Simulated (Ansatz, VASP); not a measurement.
Sn2PbO2: VASP beside Ansatz

The input INCAR:

```
SYSTEM = Sn2PbO2
ALGO = Normal ; EDIFF = 1E-6
EDIFFG = -0.01 ; ENCUT = 600
GGA = PE ; IBRION = 2
ISIF = 3 ; ISMEAR = 0
LASPH = .TRUE. ; LCHARG = .FALSE.
LREAL = .FALSE. ; LWAVE = .FALSE.
NELM = 100 ; NSW = 100
PREC = Accurate ; SIGMA = 0.1
```

The input KPOINTS:

```
k-points
0
G
  12 12 4
  0 0 0
```

The input POSCAR:

```
Sn2PbO2
1.0
    3.7596964070      0.0000000000      0.0000000000
   -1.8798482035      3.2559925990      0.0000000000
    0.0000000000      0.0000000000      9.3668469641
Sn Pb O
2 1 2
Direct
    0.0000000000      0.0000000000      0.6450576122
    0.6666666667      0.3333333333      0.3328895981
    0.0000000000      0.0000000000      0.9729177232
    0.0000000000      0.0000000000      0.4108364870
    0.6666666667      0.3333333333      0.5759050396
```

Input for Ansatz:

```yaml
crystal:
  lattice:
    - [3.759696407, 0.0, 0.0]
    - [-1.8798482035, 3.255992599, 0.0]
    - [0.0, 0.0, 9.3668469641]
  atoms:
    - { symbol: Sn, position: [0.0, 0.0, 0.6450576122] }
    - { symbol: Sn, position: [0.6666666667, 0.3333333333, 0.3328895981] }
    - { symbol: Pb, position: [0.0, 0.0, 0.9729177232] }
    - { symbol: O, position: [0.0, 0.0, 0.410836487] }
    - { symbol: O, position: [0.6666666667, 0.3333333333, 0.5759050396] }
basis:
  ecutwfc: 420
kpoints:
  mp_grid: { grid: [12, 12, 4] }
hamiltonian:
  xc: pbe
scf:
  occupations: { method: gaussian, width: 0.1 }
output:
  forces: true
  stress: true
  eigenvalues: true
  write_density: true
  write_potential: true
  elf: true
  volumetric_format: npy
relax:
  adjacent_minimum: "off"
  f_tol: 0.01
  max_steps: 80
  cell: { stress_tol: 0.05 }
```

Alike in both runs: task relaxation of cell and atoms; functional PBE; k mesh 12 × 12 × 4; occupations gaussian, width 0.1 eV; no spin polarisation.

|  | VASP | Ansatz |
| --- | --- | --- |
| version | VASP 6.6.1 | Ansatz 0.2.0 |
| potentials or method | VASP PAW PBE potentials, release 64 (Sn_d, Pb_d, O), cutoff 600 eV | scalar-relativistic, plane waves, PAW |
| valence electrons in the cell | 54 | 54 |

```csv
,VASP,Ansatz,Ansatz less VASP
"gap on the k mesh at the Fermi level, each at its own relaxed structure (eV)",none,none,-
relaxed volume (Å³/atom),22.92,22.99,+0.064
relaxed length of the cell vector where the two differ most in proportion (Å),9.436,9.456,+0.0205
```

A gap of «none» marks a metal or a gap that the smearing closes.

Spin-orbit coupling is off throughout.
